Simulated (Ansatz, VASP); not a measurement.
**C: VASP beside Ansatz**

File INCAR:

```
PREC = Accurate
ENCUT = 520
EDIFF = 1E-6
ISMEAR = -1
SIGMA = 0.08
LREAL = False
LASPH = True
NELM = 80
ALGO = Normal
ISIF = 2
LWAVE = False
LCHARG = True
GGA = CA
LELF = True
LVHAR = True
NBANDS = 11
```

KPOINTS

```
Automatic mesh
0
Gamma
  20 20 20
```

File POSCAR:

```
C
1.0
    0.0000000000      1.8183775075      1.8183775075
    1.8183775075      0.0000000000      1.8183775075
    1.8183775075      1.8183775075      0.0000000000
C
2
Direct
    0.5000000000      0.5000000000      0.5000000000
    0.7500000000      0.7500000000      0.7500000000
```

Input for Ansatz:

```yaml
crystal:
  lattice:
    - [0.0, 1.8183775075, 1.8183775075]
    - [1.8183775075, 0.0, 1.8183775075]
    - [1.8183775075, 1.8183775075, 0.0]
  atoms:
    - { symbol: C, position: [0.5, 0.5, 0.5] }
    - { symbol: C, position: [0.75, 0.75, 0.75] }
kpoints:
  mp_grid: { grid: [20, 20, 20] }
  band_path:
    path:
      - [0.0, 0.0, 0.0]
      - [0.5, 0.0, 0.5]
      - [0.625, 0.25, 0.625]
      - [0.375, 0.375, 0.75]
      - [0.0, 0.0, 0.0]
      - [0.5, 0.5, 0.5]
      - [0.5, 0.25, 0.75]
      - [0.5, 0.0, 0.5]
    npoints: 5
scf:
  occupations: { method: fermi_dirac, width: 0.08 }
hamiltonian:
  xc: lda
  pseudopotentials: { kind: all_electron, lapw: { basis_error: 0.0005 } }
output:
  forces: true
  stress: true
  eigenvalues: true
```

Change from the starting cell: volume scaled by 1.06.

Alike in both runs: task single point; functional LDA; k mesh 20 × 20 × 20; occupations fermi-dirac, width 0.08 eV; no spin polarisation.

|  | VASP | Ansatz |
| --- | --- | --- |
| version | VASP 6.6.1 | Ansatz 0.2.0 |
| potentials or method | VASP PAW LDA potentials, release 64 (C), cutoff 520 eV | all-electron LAPW, scalar-relativistic |

|  | VASP | Ansatz | Ansatz less VASP |
| --- | --- | --- | --- |
| gap on the k mesh at the Fermi level (eV) | 3.96 | 3.97 | +0.005 |
| pressure (GPa) | -33.8 | -34.9 | -1.10 |

LDA's correlation is that of Perdew and Zunger in VASP and of Perdew and Wang (1992) in Ansatz. Both programs put the cell under strong tension, so it lies far from rest at this level. Ansatz ran all-electron here, and VASP with PAW potentials.

Noted on VASP's run: the cell as given lies far from equilibrium.
